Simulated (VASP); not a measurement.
# AlN (P6_3/mmc) in VASP: density of states with LDA

Aim: the density of states of AlN with LDA.

Everything below comes from runs of VASP 6.6.1. Logs are shortened: lines on timing, memory, paths and dates and some standing lists are left out, and cuts for length are marked.

**1. The cell of the first run**

The structure is hexagonal, space group P6_3/mmc (No. 194). The conventional cell has a = 3.312 Å, b = 3.312 Å, c = 4.188 Å, α = 90.00°, β = 90.00°, γ = 120.00°. Al (site symmetry -6m2) has 5 N at 1.91 to 2.09 Å within 2.5 Å. N (site symmetry -6m2) has 5 Al at 1.91 to 2.09 Å within 2.5 Å.

**2. Density of states, LDA**

File POSCAR:

```
AlN
1.0
    3.3121157400      0.0000000000      0.0000000000
   -1.6560578700      2.8683763700      0.0000000000
    0.0000000000      0.0000000000      4.1875630000
Al N
2 2
Direct
    0.3333333333      0.6666666667      0.7500000000
    0.6666666667      0.3333333333      0.2500000000
    0.3333333333      0.6666666667      0.2500000000
    0.6666666667      0.3333333333      0.7500000000
```

File INCAR.step1:

```
PREC = Accurate
ENCUT = 520
EDIFF = 1E-6
ISMEAR = 0
SIGMA = 0.1
LREAL = False
LASPH = True
NELM = 60
ALGO = Normal
ISIF = 2
LWAVE = False
LCHARG = True
NBANDS = 16
```

File KPOINTS.step1:

```
Automatic mesh
0
Gamma
  7 7 5
```

File INCAR.step2:

```
PREC = Accurate
ENCUT = 520
EDIFF = 1E-6
ISMEAR = -5
SIGMA = 0.1
LREAL = False
LASPH = True
NELM = 60
ALGO = Normal
ISIF = 2
LWAVE = False
LCHARG = False
LORBIT = 10
NBANDS = 16
NEDOS = 1001
ICHARG = 11
```

File KPOINTS.step2:

```
Automatic mesh
0
Gamma
  11 11 8
```

Potentials or basis: VASP PAW LDA potentials, release 64 (Al, N).

On the command line:

```console
cat potpaw_LDA.64/Al/POTCAR potpaw_LDA.64/N/POTCAR > POTCAR
cp INCAR.step1 INCAR
cp KPOINTS.step1 KPOINTS
mpirun -np 1 vasp_std > vasp.out
cp INCAR.step2 INCAR
cp KPOINTS.step2 KPOINTS
mpirun -np 1 vasp_std > vasp.out
```

OUTCAR:

```text
PREC = Accurate
   ENCUT = 520
   EDIFF = 1E-6
   ISMEAR = -5
   LREAL = False
   LASPH = True
   NELM = 60
   ISIF = 2
   LORBIT = 10
   ICHARG = 11

 ion  position               nearest neighbor table
   1  0.333  0.667  0.750-   4 1.91   4 1.91   4 1.91   3 2.09   3 2.09   2 2.84   2 2.84   2 2.84
                             2 2.84   2 2.84   2 2.84
   2  0.667  0.333  0.250-   3 1.91   3 1.91   3 1.91   4 2.09   4 2.09   1 2.84   1 2.84   1 2.84
                             1 2.84   1 2.84   1 2.84
   3  0.333  0.667  0.250-   2 1.91   2 1.91   2 1.91   1 2.09   1 2.09
   4  0.667  0.333  0.750-   1 1.91   1 1.91   1 1.91   2 2.09   2 2.09

  LATTYP: Found a hexagonal cell.
 ALAT       =     3.3121157400
 C/A-ratio  =     1.2643166268

  Lattice vectors:

 A1 = (   3.3121157400,   0.0000000000,   0.0000000000)
 A2 = (  -1.6560578700,   2.8683763700,   0.0000000000)
 A3 = (   0.0000000000,   0.0000000000,   4.1875630000)

Analysis of symmetry for initial positions (statically):
=====================================================================
 Subroutine PRICEL returns:
 Original cell was already a primitive cell.

 Routine SETGRP: Setting up the symmetry group for a
 hexagonal supercell.

 Subroutine GETGRP returns: Found 24 space group operations
 (whereof 12 operations were pure point group operations)
 out of a pool of 24 trial point group operations.

The static configuration has the point symmetry D_3d.
 The point group associated with its full space group is D_6h.

Analysis of symmetry for dynamics (positions and initial velocities):
=====================================================================
 Subroutine PRICEL returns:
 Original cell was already a primitive cell.

 Routine SETGRP: Setting up the symmetry group for a
 hexagonal supercell.

 Subroutine GETGRP returns: Found 24 space group operations
 (whereof 12 operations were pure point group operations)
 out of a pool of 24 trial point group operations.

The dynamic configuration has the point symmetry D_3d.
 The point group associated with its full space group is D_6h.

 Subroutine INISYM returns: Found 24 space group operations
 (whereof 12 operations are pure point group operations),
 and found     1 'primitive' translations

----------------------------------------------------------------------------------------

                                     Primitive cell

  volume of cell :      39.7835

  direct lattice vectors                    reciprocal lattice vectors
     3.312115740  0.000000000  0.000000000     0.301921816  0.174314642  0.000000000
    -1.656057870  2.868376370  0.000000000     0.000000000  0.348629284  0.000000000
     0.000000000  0.000000000  4.187563000     0.000000000  0.000000000  0.238802377

  length of vectors
     3.312115740  3.312115739  4.187563000     0.348629284  0.348629284  0.238802377

  position of ions in fractional coordinates (direct lattice)
     0.333333333  0.666666667  0.750000000
     0.666666667  0.333333333  0.250000000
     0.333333333  0.666666667  0.250000000
     0.666666667  0.333333333  0.750000000

  ion indices of the primitive-cell ions
   primitive index   ion index
                 1           1
                 2           2
                 3           3
                 4           4

----------------------------------------------------------------------------------------

 KPOINTS: Automatic mesh

Automatic generation of k-mesh.
 Grid dimensions read from file:
 generate k-points for:   11   11    8

 Generating k-lattice:

  Cartesian coordinates                     Fractional coordinates (reciprocal lattice)
     0.027447438  0.015846786  0.000000000     0.090909091  0.000000000  0.000000000
     0.000000000  0.031693571  0.000000000     0.000000000  0.090909091  0.000000000
     0.000000000  0.000000000  0.029850297     0.000000000  0.000000000  0.125000000

  Length of vectors
     0.031693571  0.031693571  0.029850297

  Shift w.r.t. Gamma in fractional coordinates (k-lattice)
     0.000000000  0.000000000  0.000000000

 TETIRR: Found   1012 inequivalent tetrahedra from     5808

 Subroutine IBZKPT returns following result:
 ===========================================

 Found     80 irreducible k-points:

 Following reciprocal coordinates:
            Coordinates               Weight
  0.000000  0.000000  0.000000      1.000000
  0.090909  0.000000  0.000000      6.000000
  0.181818 -0.000000  0.000000      6.000000
  0.272727  0.000000  0.000000      6.000000
  0.363636  0.000000  0.000000      6.000000
  0.454545  0.000000  0.000000      6.000000
[... 16 lines left out ...]
  0.090909  0.090909  0.125000     12.000000
  0.181818  0.090909  0.125000     24.000000
 [... further k-points ...]
   k-points           NKPTS =     80   k-points in BZ     NKDIM =     80   number of bands    NBANDS=     16
   number of dos      NEDOS =   1001   number of ions     NIONS =      4
   total plane-waves  NPLWV =  25088
   dimension x,y,z NGX =    28 NGY =   28 NGZ =   32
   dimension x,y,z NGXF=    56 NGYF=   56 NGZF=   64
   ions per type =               2   2
   NGX,Y,Z   is equivalent  to a cutoff of  14.05, 14.05, 12.70 a.u.
   NGXF,Y,Z  is equivalent  to a cutoff of  28.11, 28.11, 25.41 a.u.
 SYSTEM =  unknown system
   PREC   = accura    normal or accurate (medium, high low for compatibility)
   ISTART =      0    job   : 0-new  1-cont  2-samecut
   ICHARG =     11    charge: 1-file 2-atom 10-const
   ISPIN  =      1    spin polarized calculation?
   LNONCOLLINEAR =      F non collinear calculations
   LSORBIT =      F    spin-orbit coupling
   LASPH  =      T    aspherical Exc in radial PAW
   ENCUT  =  520.0 eV  38.22 Ry    6.18 a.u.   6.16  6.16  7.79*2*pi/ulx,y,z
   NELM   =     60;   NELMIN=  2; NELMDL=  0     # of ELM steps
   EDIFF  = 0.1E-05   stopping-criterion for ELM
   LREAL  =      F    real-space projection
   EDIFFG = 0.1E-04   stopping-criterion for IOM
   NSW    =      0    number of steps for IOM
   IBRION =     -1    ionic relax: 0-MD 1-quasi-New 2-CG
   NFREE  =      0    steps in history (QN), initial steepest desc. (CG)
   ISIF   =      2    stress and relaxation
   ISYM   =      2    0-nonsym 1-usesym 2-fastsym
   POTIM  = 0.5000    time-step for ionic-motion
   TEBEG  =    0.0;   TEEND  =   0.0 temperature during run
   PSTRESS=    0.0 pullay stress
   NELECT =      16.0000    total number of electrons
   NUPDOWN=      -1.0000    fix difference up-down
   EMIN   =  10.00;   EMAX   =-10.00  energy-range for DOS
   EFERMI =   0.00;   METHOD = LEGACY
   ISMEAR =    -5;   SIGMA  =   0.10  broadening in eV -4-tet -1-fermi 0-gaus
   EFERMI_NEDOS =   21; number of points for ismear=-14 and -15
   IALGO  =     38    algorithm
   IMIX   =      4    mixing-type and parameters
     AMIX     =   0.40;   BMIX     =  1.00
     AMIX_MAG =   1.60;   BMIX_MAG =  1.00
  volume/ion in A,a.u.               =       9.95        67.12
  Fermi-wavevector in a.u.,A,eV,Ry     =   1.208409  2.283561 19.867928  1.460251
  Thomas-Fermi vector in A             =   2.344017
   LORBIT       =     10    0 simple, 1 ext, 2 COOP (PROOUT), +10 PAW based schemes
   GGA     = CA    functional components
   LHFCALC =     F    Hartree Fock is set to
   AEXX    =    0.0000 exact exchange contribution
   IVDW    =     0    specifies the selected vdW correction
   LEPSILON=     F    determine dielectric tensor
   LRPA    =     F    only Hartree local field effects (RPA)
 non-spin polarized calculation
 Fermi weights with tetrahedron method with Bloechl corrections
  energy-cutoff  :      520.00
  volume of cell :       39.78
 maximum number of plane-waves:      1090
 NGX is ok and might be reduce to    28

 number of electron      16.0000001 magnetization

 Free energy of the ion-electron system (eV)
  ---------------------------------------------------
  ext. energy  EPLUGINS =         0.00000000
  ---------------------------------------------------
  free energy    TOTEN  =       -32.44200328 eV

  energy without entropy =      -32.44200328  energy(sigma->0) =      -32.44200328

 E-fermi :   7.7105     XC(G=0): -11.4877

 val. band max:        7.6837124976   @ k =   0.0000   0.0000   0.0000
 cond. band min:      10.9689252985   @ k =   0.0000   0.0000   0.0000
 fundamental gap:      3.2852128010
 Fermi energy:         7.7105214318

 k-point     1 :       0.0000    0.0000    0.0000
  band No.  band energies     occupation
      1      -8.9407      2.00000
      2      -5.2126      2.00000
      3       0.7835      2.00000
      4       4.4119      2.00000
      5       4.4119      2.00000
      6       6.0780      2.00000
[... 8 lines left out ...]
     15      19.3326      0.00000
     16      19.4996      0.00000

 k-point     2 :       0.0909    0.0000    0.0000
  band No.  band energies     occupation
      1      -8.8450      2.00000
      2      -5.2081      2.00000
      3       0.8854      2.00000
      4       4.0589      2.00000
      5       4.2717      2.00000
      6       5.7322      2.00000
[... 8 lines left out ...]
     15      18.9453      0.00000
     16      19.0839      0.00000

 k-point     3 :       0.1818   -0.0000    0.0000
  band No.  band energies     occupation
      1      -8.5653      2.00000
      2      -5.2162      2.00000
      3       1.1855      2.00000
      4       3.2235      2.00000
      5       3.9545      2.00000
      6       5.0165      2.00000
[... 8 lines left out ...]
     15      18.2958      0.00000
     16      19.6024      0.00000

 k-point     4 :       0.2727    0.0000    0.0000
  band No.  band energies     occupation
      1      -8.1288      2.00000
      2      -5.2960      2.00000
      3       1.6640      2.00000
      4       2.3105      2.00000
      5       3.6159      2.00000
      6       4.2926      2.00000
[... 8 lines left out ...]
     15      17.9028      0.00000
     16      20.1199      0.00000

 k-point     5 :       0.3636    0.0000    0.0000
  band No.  band energies     occupation
      1      -7.5965      2.00000
      2      -5.5081      2.00000
      3       1.6102      2.00000
      4       2.2693      2.00000
      5       3.3512      2.00000
      6       3.7213      2.00000
[... 8 lines left out ...]
     15      19.3260      0.00000
     16      20.4578      0.00000

 k-point     6 :       0.4545    0.0000    0.0000
  band No.  band energies     occupation
      1      -7.1255      2.00000
      2      -5.7975      2.00000
      3       1.2514      2.00000
      4       2.8304      2.00000
      5       3.2087      2.00000
      6       3.4026      2.00000
[... 8 lines left out ...]
     15      20.4960      0.00000
     16      20.6752      0.00000
[... 267 lines left out ...]
 k-point    21 :       0.3636    0.0000    0.1250
  band No.  band energies     occupation
      1      -7.5198      2.00000
      2      -5.5772      2.00000
      3       1.1420      2.00000
      4       2.7307      2.00000
      5       3.4317      2.00000
      6       3.4662      2.00000
[... 8 lines left out ...]
     15      19.4450      0.00000
     16      20.3162      0.00000

 k-point    22 :       0.4545    0.0000    0.1250
  band No.  band energies     occupation
      1      -7.0613      2.00000
      2      -5.8180      2.00000
      3       0.9176      2.00000
      4       2.7148      2.00000
      5       3.2914      2.00000
      6       3.3660      2.00000
[... 8 lines left out ...]
     15      20.4381      0.00000
     16      20.4612      0.00000

 k-point    23 :       0.0909    0.0909    0.1250
  band No.  band energies     occupation
      1      -8.5636      2.00000
      2      -5.4148      2.00000
      3       1.2548      2.00000
      4       3.7610      2.00000
      5       3.9129      2.00000
      6       5.1269      2.00000
[... 8 lines left out ...]
     15      18.8279      0.00000
     16      19.3831      0.00000

 k-point    24 :       0.1818    0.0909    0.1250
  band No.  band energies     occupation
      1      -8.2090      2.00000
      2      -5.4101      2.00000
      3       1.4001      2.00000
      4       3.0593      2.00000
      5       3.4945      2.00000
      6       4.5400      2.00000
[... 8 lines left out ...]
     15      18.4241      0.00000
     16      19.9535      0.00000

 [... further k-points ...]
[... 5 lines left out ...]
  --------------------------------------------------------------------------------------
  -------------------------------------------------------------------------------------
  Total       -1.9944538     -1.9944538     -2.1131386      0.0000000     -0.0000000      0.0000000
  in kB      -80.3214547    -80.3214546    -85.1011794      0.0000000     -0.0000000      0.0000000
  external PRESSURE =     -81.9146962 kB  Pullay stress =       0.0000000 kB

 VOLUME and BASIS-vectors are now :
 -----------------------------------------------------------------------------
  energy-cutoff  :      520.00
  volume of cell :       39.78
      direct lattice vectors                 reciprocal lattice vectors
     3.312115740  0.000000000  0.000000000     0.301921816  0.174314642  0.000000000
    -1.656057870  2.868376370  0.000000000     0.000000000  0.348629284  0.000000000
     0.000000000  0.000000000  4.187563000     0.000000000  0.000000000  0.238802377

 POSITION                                       TOTAL-FORCE (eV/Angst)
 -----------------------------------------------------------------------------------
     -0.00000      1.91225      3.14067        -0.000000      0.000000      0.000000
      1.65606      0.95613      1.04689        -0.000000     -0.000000      0.000000
     -0.00000      1.91225      1.04689        -0.000000      0.000000      0.000000
      1.65606      0.95613      3.14067         0.000000     -0.000000      0.000000
 -----------------------------------------------------------------------------------
    total drift:                                0.000000     -0.000000      0.000000

  FREE ENERGIE OF THE ION-ELECTRON SYSTEM (eV)
  ---------------------------------------------------
  free  energy   TOTEN  =       -32.4420032826 eV

  energy  without entropy=      -32.4420032826  energy(sigma->0) =      -32.44200328

 total charge

# of ion       s       p       d       tot
------------------------------------------
    1        0.345   0.421   0.000   0.766
    2        0.345   0.421   0.000   0.766
    3        1.211   2.603   0.000   3.814
    4        1.211   2.603   0.000   3.814
--------------------------------------------------
tot          3.113   6.047   0.000   9.161
```

Wall time 48 s (1 thread of Intel Xeon Platinum 8375C at 2.90GHz (Ice Lake), shared host); peak memory 0.16 GiB.

Results:

```
Valence electrons inside the program's atomic spheres : Al 0.77; N 3.81
```

Levels at points of the mesh, in eV from the valence-band top:
| k point | band 5 | band 6 | band 7 | band 8 | band 9 | band 10 | band 11 | band 12 |
| --- | --- | --- | --- | --- | --- | --- | --- | --- |
| (0.00, 0.00, 0.00) | -3.27 | -1.61 | -1.61 | 0.00 | 3.29 | 4.25 | 8.05 | 8.05 |
| (0.00, 0.00, 0.50) | -2.48 | -2.48 | -2.48 | -2.48 | 5.57 | 5.57 | 8.25 | 8.25 |
